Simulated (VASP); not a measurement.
SrCl2, 3 atoms in the cell. The structure is cubic, space group Fm-3m (No. 225). Conventional cell: a = 6.591 Å, b = 6.591 Å, c = 6.591 Å, α = 90.00°, β = 90.00°, γ = 90.00°. Within 3.8 Å of Sr (site symmetry m-3m) lie 8 Cl at 2.85 Å. Cl (site symmetry -43m) has 4 Sr at 2.85 Å and 6 Cl at 3.30 Å within 3.8 Å. 

```yaml
Program: VASP 6.6.1
Task: single point
Functional: r2SCAN
Potentials_or_basis: VASP PAW PBE potentials, release 64 (Sr_sv, Cl)
Cutoff: 520 eV
k_mesh: 6 × 6 × 6
Occupations: gaussian, width 0.02 eV
Spin: no spin polarisation
Dipole_correction: no
Further_INCAR_settings: ALGO = Normal; EDIFF = 1e-06; NBANDS = 19
```

Potentials or basis: VASP PAW PBE potentials, release 64 (Sr_sv, Cl).

Launch:

```sh
$ cat potpaw_PBE.64/Sr_sv/POTCAR potpaw_PBE.64/Cl/POTCAR > POTCAR
$ cp INCAR.step1 INCAR
$ mpirun -np 1 vasp_std > vasp.out
$ cp INCAR.step2 INCAR
$ mpirun -np 1 vasp_std > vasp.out
```

Hardware: 1 thread of Intel(R) Xeon(R) 6975P-C (Granite Rapids), on a shared host.

Problem. Estimate the wall time of this run.

Solution. It took 44 s on 1 thread of Intel(R) Xeon(R) 6975P-C (Granite Rapids) (shared host), peak memory 0.22 GiB. Counts: k points 16.
